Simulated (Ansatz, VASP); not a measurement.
# Sc2Al in VASP and in Ansatz

```
Sc Al
1.0
    -1.65373    2.59705    3.99540
     1.65373   -2.59705    3.99540
     1.65373    2.59705   -3.99540
Sc Al
2 1
Direct
  0.69997 0.19997 0.50000
  0.30003 0.80003 0.50000
  0.00000 0.00000 0.00000
```

Alike in both runs: functional r2SCAN; k mesh 6 × 6 × 6; occupations gaussian, width 0.1 eV; no spin polarisation.

Ansatz relaxed the structure, and its values are those at the end. VASP's run is a single point on that final structure, the one shown.

|  | VASP | Ansatz |
| --- | --- | --- |
| version | VASP 6.6.1 | Ansatz 0.2.0 |
| potentials or method | VASP PAW PBE potentials, release 64 (Sc_sv, Al), cutoff 520 eV | scalar-relativistic, plane waves, PAW |
| valence electrons in the cell | 25 | 25 |

|  | VASP | Ansatz | Ansatz less VASP |
| --- | --- | --- | --- |
| gap on the k mesh at the Fermi level (eV) | none | none | - |
| pressure (GPa) | 0.2 | 0.0 | -0.17 |
| rms of the force components (eV/Å) | 0.013 | 0.011 | -0.0026 |

VASP's potentials were made for PBE, not for r2SCAN. A gap of «none» marks a metal or a gap that the smearing closes. With one functional, cell and mesh, what is left measures potentials, basis and numerics.

The k mesh is coarse, so the values compare programs but aren't converged.
